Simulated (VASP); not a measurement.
Runs of VASP 6.6.1 on Ge. The structure is that of space group Cmmm (No. 65), or close to it. The cells are those of the table. 

| cell | gap on the mesh (eV) | pressure (GPa) |
| --- | --- | --- |
| a = 2.912, b = 2.912, c = 2.662 Å, angles 90.0, 90.0, 123.5°, 1 atom | none | (a) |
| a = 2.952, b = 2.952, c = 2.698 Å, angles 90.0, 90.0, 123.5°, 1 atom | none | -4.3 |
| a = 2.871, b = 2.871, c = 2.624 Å, angles 90.0, 90.0, 123.5°, 1 atom | none | 1.6 |
| a = 2.991, b = 2.991, c = 2.734 Å, angles 90.0, 90.0, 123.5°, 1 atom | none | -6.3 |
| a = 3.029, b = 3.029, c = 2.768 Å, angles 90.0, 90.0, 123.5°, 1 atom | none | (b) |

Alike in all rows: task single point; level PBEsol; potentials or basis VASP PAW PBE potentials, release 64 (Ge_d); no spin polarisation; k mesh 12 × 12 × 11; cutoff (eV) 520; smearing fermi-dirac 0.1 eV.

Task: Fill in the values left out.

Result: (a) -1.7; (b) -7.9.

Caveats: the PAW data sets were made with another functional, which shifts forces and pressure a little.

A k mesh can miss the band edges, and the runs leave out spin-orbit coupling on Ge.

A gap of «none» marks levels without a gap at the run's occupations.
